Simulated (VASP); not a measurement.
Wanted: the native input for a VASP 6.6.1 run.

```
Task                   : single point
Functional             : LDA
Potentials or basis    : VASP PAW LDA potentials, release 64 (Pt, S)
Cutoff                 : 520 eV
k mesh                 : 6 × 6 × 4
Occupations            : gaussian, width 0.1 eV
Spin                   : no spin polarisation
Dipole correction      : no
Further INCAR settings : ALGO = Normal; EDIFF = 1e-06; NBANDS = 18
```

The structure of PtS2 (lda) lies in POSCAR:

```
PtS2
1.0
    3.5432000000      0.0000000000      0.0000000000
   -1.7716000000      3.0685012107      0.0000000000
    0.0000000000      0.0000000000      5.0388000000
Pt S
1 2
Direct
    0.0000000000      0.0000000000      0.0000000000
    0.3333333333      0.6666666667      0.2270000000
    0.6666666667      0.3333333333      0.7730000000
```

The input as run:

INCAR

```
SYSTEM = PtS2
PREC = Accurate
ENCUT = 520
EDIFF = 1E-6
ISMEAR = 0
SIGMA = 0.1
LREAL = .False.
LASPH = .True.
NELM = 100
ALGO = Normal
ISIF = 2
LWAVE = .False.
LCHARG = .False.
NBANDS = 18
```

KPOINTS

```
Automatic mesh
0
Gamma
  6 6 4
  0 0 0
```

Potentials or basis: VASP PAW LDA potentials, release 64 (Pt, S).

Command:

```console
$ cat potpaw_LDA.64/Pt/POTCAR potpaw_LDA.64/S/POTCAR > POTCAR
$ mpirun -np 1 vasp_std > vasp.out
```

It gave:

| Property | Result |
| --- | --- |
| Pressure | 3.6 GPa |
| Largest force | 0.809 eV/Å |
| Band gap on the k mesh | 0.86 eV, indirect (least direct gap 1.38 eV) |

Caveat: spin-orbit coupling is left out, which moves the levels of the heavy elements.

Run time: 14 s on 1 thread of AMD EPYC 9R45 96-Core Processor (Zen 5), with other jobs on the host, peak memory 0.13 GiB.
